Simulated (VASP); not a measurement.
Input of a VASP 6.6.1 run:

The input INCAR:

```
SYSTEM = AlN
PREC = Accurate
ENCUT = 520
EDIFF = 1E-6
ISMEAR = 0
SIGMA = 0.05
LREAL = .FALSE.
LASPH = .TRUE.
NELM = 100
ALGO = Normal
ISIF = 2
LWAVE = .FALSE.
LCHARG = .FALSE.
GGA = PE
NBANDS = 11
```

The input KPOINTS:

```
regular mesh
0
G
  10 10 10
  0 0 0
```

Contents of POSCAR:

```
AlN
1.0
   -0.1141104761      1.8646839068      1.8646839068
    1.8646839068     -0.1141104761      1.8646839068
    1.8646839068      1.8646839068     -0.1141104761
Al N
1 1
Direct
    0.5000000000      0.5000000000      0.5000000000
    0.0000000000      0.0000000000      0.0000000000
```

Potentials or basis: VASP PAW PBE potentials, release 64 (Al, N).

The run is started by

```bash
$ cat potpaw_PBE.64/Al/POTCAR potpaw_PBE.64/N/POTCAR > POTCAR
$ mpirun -np 1 vasp_std > vasp.out
```

Estimate the band gap on the k mesh.

3.57 eV, indirect (least direct gap 6.83 eV).

Predict the pressure.

62.4 GPa.

Stress tensor (GPa, compression positive):
```
62.42 20.77 20.77
20.77 62.42 20.77
20.77 20.77 62.42
```

A k mesh can miss the band edges.
